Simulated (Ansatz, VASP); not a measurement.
**Hf2TiN3: VASP beside Ansatz**

INCAR

```
PREC = Accurate ; ENCUT = 520
EDIFF = 1E-6 ; ISMEAR = 0
SIGMA = 0.2 ; LREAL = False
LASPH = True ; NELM = 60
ALGO = Normal ; ISIF = 2
LWAVE = False ; LCHARG = False
GGA = PE ; NBANDS = 59
```

File KPOINTS:

```
Automatic mesh
0
Gamma
  4 6 6
```

File POSCAR:

```
Hf2TiN3
1.0
    0.0000000000      0.0000000000      5.3527471000
    5.3624732972      0.0000000289      0.0000000000
   -2.6812366736      4.6440380880      0.0000000000
Hf Ti N
4 2 6
Direct
    0.5000000000      0.0000000000      0.0000000000
    0.0000000000      0.3351200000      0.3351200000
    0.0000000000      0.0000000000      0.6648800000
    0.0000000000      0.6648800000      1.0000000000
    0.5000000000      0.6666666667      0.3333333333
    0.5000000000      0.3333333333      0.6666666667
    0.7441950000      0.3377795000      1.0000000000
    0.7441950000      0.0000000000      0.3377795000
    0.7441950000      0.6622205000      0.6622205000
    0.2558050000      0.3377795000      1.0000000000
    0.2558050000      0.0000000000      0.3377795000
    0.2558050000      0.6622205000      0.6622205000
```

Input for Ansatz:

```yaml
crystal:
  lattice:
    - [0.0, 0.0, 5.3527471]
    - [5.3624732972, 2.89e-08, 0.0]
    - [-2.6812366736, 4.644038088, 0.0]
  atoms:
    - { symbol: Hf, position: [0.5, 0.0, 0.0] }
    - { symbol: Hf, position: [0.0, 0.33512, 0.33512] }
    - { symbol: Hf, position: [0.0, 0.0, 0.66488] }
    - { symbol: Hf, position: [0.0, 0.66488, 1.0] }
    - { symbol: Ti, position: [0.5, 0.6666666667, 0.3333333333] }
    - { symbol: Ti, position: [0.5, 0.3333333333, 0.6666666667] }
    - { symbol: "N", position: [0.744195, 0.3377795, 1.0] }
    - { symbol: "N", position: [0.744195, 0.0, 0.3377795] }
    - { symbol: "N", position: [0.744195, 0.6622205, 0.6622205] }
    - { symbol: "N", position: [0.255805, 0.3377795, 1.0] }
    - { symbol: "N", position: [0.255805, 0.0, 0.3377795] }
    - { symbol: "N", position: [0.255805, 0.6622205, 0.6622205] }
basis:
  ecutwfc: 420
kpoints:
  mp_grid: { grid: [4, 6, 6] }
hamiltonian:
  xc: pbe
scf:
  occupations: { method: gaussian, width: 0.2 }
  lower_state_search: "off"
output:
  forces: true
  stress: true
  eigenvalues: true
```

Alike in both runs: task single point; functional PBE; k mesh 4 × 6 × 6; occupations gaussian, width 0.2 eV; no spin polarisation.

|  | VASP | Ansatz |
| --- | --- | --- |
| version | VASP 6.6.1 | Ansatz 0.2.0 |
| potentials or method | VASP PAW PBE potentials, release 64 (Hf_pv, Ti_sv, N), cutoff 520 eV | scalar-relativistic, plane waves, PAW |
| valence electrons in the cell | 94 | 158 |

Ansatz gave:

| Quantity | Value |
| --- | --- |
| gap on the k mesh at the Fermi level (eV) | none |
| pressure (GPa) | 0.1 |
| traceless stress, the component that is largest in VASP (GPa) | 0.93 |
| rms of the force components (eV/Å) | 0.007 |

Question: Which values does VASP return?

Answer: gap on the k mesh at the Fermi level (eV): none; pressure (GPa): -1.4; traceless stress, the component that is largest in VASP (GPa): 0.98; rms of the force components (eV/Å): 0.045.

Atom by atom the forces differ by 0.042 eV/Å (rms over components). A gap of «none» marks a metal or a gap that the smearing closes. The functional is the same, so the differences come from potentials, cutoffs and numerics. VASP's potentials hold 94 valence electrons a cell and Ansatz's 158, so a difference there can come from the potentials and not from the codes.

Spin-orbit coupling is off throughout.
